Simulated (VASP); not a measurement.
W3C, 4 atoms in the cell. The cell holds a slab with vacuum, 4 atoms: a = 2.855 Å, b = 2.855 Å, c = 20.197 Å, α = 90.00°, β = 90.00°, γ = 120.00°. 

```yaml
Program: VASP 6.6.1
Task: relaxation of the atoms
Functional: PBE
Potentials_or_basis: VASP PAW PBE potentials, release 64 (W_sv, C)
Cutoff: 520 eV
k_mesh: 9 × 9 × 1
Occupations: gaussian, width 0.1 eV
Spin: no spin polarisation
Dipole_correction: yes
Atoms_held_fixed_from_0: "[0, 1, 2]"
Further_INCAR_settings: ALGO = Fast; EDIFF = 1e-06; IBRION = 2; EDIFFG = -0.025; NSW = 36
Atoms_held_along_some_axes_from_0: atom 3 along a and b
```

Potentials or basis: VASP PAW PBE potentials, release 64 (W_sv, C).

Launch:

```sh
$ cat potpaw_PBE.64/W_sv/POTCAR potpaw_PBE.64/C/POTCAR > POTCAR
$ mpirun -np 1 vasp_std > vasp.out
```

Hardware: 1 thread of Oxide Virtual Turin-like Processor, with other jobs on the host.

**Question.** How long does it take, and how much memory?

**Answer.** Wall time 20 min on 1 thread of Oxide Virtual Turin-like Processor (shared host), peak memory 0.33 GiB. Counts: scf iterations 73, k points 41, ion steps 4.
